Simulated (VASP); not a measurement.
Zn: single point with LDA

The system is Zn.

```xyz
2
Lattice="1.2873 -2.2297 0.0000 1.2873 2.2297 0.0000 0.0000 0.0000 4.7136" Properties=species:S:1:pos:R:3 pbc="T T T"
Zn    1.2873   -0.7432    1.1784
Zn    1.2873    0.7432    3.5352
```

```json
{
  "Program": "VASP 6.6.1",
  "Task": "single point",
  "Functional": "LDA",
  "Potentials or basis": "VASP PAW LDA potentials, release 64 (Zn)",
  "Cutoff": "520 eV",
  "k mesh": "16 × 16 × 8",
  "Occupations": "fermi-dirac, width 0.1 eV",
  "Spin": "no spin polarisation"
}
```

The pressure is 0.7 GPa. The band gap on the k mesh is zero (bands 12 and 13 overlap by 4.31 eV).

Stress tensor (GPa, compression positive):
```
0.69 0.00 0.00
0.00 0.69 0.00
0.00 0.00 0.83
```

Levels at points of the mesh, in eV from the Fermi level:
| k point | band 9 | band 10 | band 11 | band 12 | band 13 | band 14 | band 15 | band 16 |
| --- | --- | --- | --- | --- | --- | --- | --- | --- |
| (0.00, 0.00, 0.00) | -7.69 | -7.41 | -7.41 | -4.20 | -2.88 | 15.08 | 18.52 | 18.52 |
| (0.50, 0.00, 0.00) | -7.21 | -7.19 | -3.31 | -2.38 | 2.91 | 3.60 | 4.78 | 6.04 |
| (0.00, 0.00, 0.50) | -7.52 | -7.52 | -7.52 | -7.52 | 5.19 | 5.19 | 19.98 | 19.98 |
| (0.50, 0.00, 0.50) | -7.20 | -7.20 | -2.31 | -2.31 | 0.25 | 0.25 | 11.01 | 11.01 |

Wall time 24 s on 1 thread of Intel(R) Xeon(R) 6975P-C (Granite Rapids), with other jobs on the host, peak memory 0.17 GiB.
